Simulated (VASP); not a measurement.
The system is Y.

```
Y
1.0
     3.60775    0.00000    0.00000
    -1.80387    3.12440    0.00000
     0.00000    0.00000    5.84455
Y
2
Cartesian
  0.0000 2.0829 1.4611
  1.8039 1.0415 4.3834
```

```yaml
Program: VASP 6.6.1
Task: relaxation of cell and atoms
Functional: PBE
Potentials_or_basis: VASP PAW PBE potentials, release 64 (Y_sv)
Cutoff: 600 eV
k_mesh: 13 × 13 × 7
Occupations: fermi-dirac, width 0.05 eV
Spin: no spin polarisation
```

At the start: pressure -0.2 GPa; volume 32.94 Å³/atom.

Problem. Where does the relaxation end?

Solution. Over 6 steps the energy falls by 6.5 meV/atom and the volume is 32.82 Å³/atom (-0.4 %); space group P6_3/mmc (No. 194, to 0.05 Å).

Step by step:
```
step  energy change (eV)  largest force (eV/Å)  pressure (GPa)  volume (Å³)
   1              0.0000                0.0000           -0.17        65.88
   2             -0.0102                0.0000            0.05        65.53
   3             -0.0127                0.0000            0.23        65.26
   4             -0.0127                0.0000            0.24        65.24
   5             -0.0130                0.0000           -0.08        65.77
   6             -0.0130                0.0000            0.01        65.63
```

Final structure:
```
CELL_PARAMETERS angstrom
3.65330 0.00000 0.00000
-1.82665 3.16385 0.00000
0.00000 0.00000 5.67828
ATOMIC_POSITIONS crystal
Y 0.33333 0.66667 0.25000
Y 0.66667 0.33333 0.75000
```
